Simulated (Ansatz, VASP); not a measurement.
## One calculation of Na, two programs

```
Na
1.0
     3.71609    0.00000    0.00000
    -1.85804    3.21823    0.00000
     0.00000    0.00000    6.07083
Na
2
Direct
  0.33333 0.66667 0.25000
  0.66667 0.33333 0.75000
```

Change from the starting cell: volume scaled by 0.96, crystal datasets.

Alike in both runs: task electric field gradients; functional LDA; k mesh 11 × 11 × 6; occupations fermi-dirac, width 0.05 eV; no spin polarisation.

|  | VASP | Ansatz |
| --- | --- | --- |
| version | VASP 6.6.1 | Ansatz 0.2.0 |
| potentials or method | VASP PAW LDA potentials, release 64 (Na_pv), cutoff 520 eV | all-electron PAW with datasets made for the crystal, scalar-relativistic |

VASP gave:

* pressure (GPa): -0.7
* traceless stress, the component that is largest in VASP (GPa): 0.20
* size of Vzz on the site where it differs most (V/Å²): 0.5

What did Ansatz give for the same quantities?

Pressure (GPa): -0.6; traceless stress, the component that is largest in VASP (GPa): 0.19; size of Vzz on the site where it differs most (V/Å²): 0.5.

LDA's correlation is that of Perdew and Zunger in VASP and of Perdew and Wang (1992) in Ansatz. Ansatz ran all-electron here, and VASP with PAW potentials.
